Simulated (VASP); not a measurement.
Input of a VASP 6.6.1 run:

Contents of INCAR:

```
SYSTEM = TlPt
PREC = Accurate
ENCUT = 520
EDIFF = 1E-6
ISMEAR = -1
SIGMA = 0.05
LREAL = .FALSE.
LASPH = .TRUE.
NELM = 80
ALGO = Normal
ISIF = 2
LWAVE = .FALSE.
LCHARG = .TRUE.
GGA = PE
LELF = .TRUE.
LVHAR = .TRUE.
NBANDS = 44
```

Contents of KPOINTS:

```
regular mesh
0
G
  7 7 7
  0 0 0
```

POSCAR

```
TlPt
1.0
    5.6049989659      0.0000000000      0.0000000000
   -2.8024994829      4.8540714926      0.0000000000
    0.0000000000      0.0000000000      4.6390000000
Tl Pt
3 3
Direct
    0.5000000000      0.0000000000      0.0000000000
    0.5000000000      0.5000000000      0.0000000000
    0.0000000000      0.5000000000      0.0000000000
    0.0000000000      0.0000000000      0.0000000000
    0.3333333333      0.6666666667      0.5000000000
    0.6666666667      0.3333333333      0.5000000000
```

Potentials or basis: VASP PAW PBE potentials, release 64 (Tl_d, Pt).

The run is started by

```console
$ cat potpaw_PBE.64/Tl_d/POTCAR potpaw_PBE.64/Pt/POTCAR > POTCAR
$ mpirun -np 1 vasp_std > vasp.out
```

**Question.** What does it give for the band gap on the k mesh?

**Answer.** Zero (an odd number of electrons rules out a gap without spin polarisation).

**Question.** Predict the pressure.

**Answer.** 13.4 GPa.

Stress tensor (GPa, compression positive):
```
18.08  0.00  0.00
 0.00 18.08  0.00
 0.00  0.00  4.17
```

Caveat: the stress differs along the axes, from 4 to 18 GPa; spin-orbit coupling is left out, which moves the levels of the heavy elements.
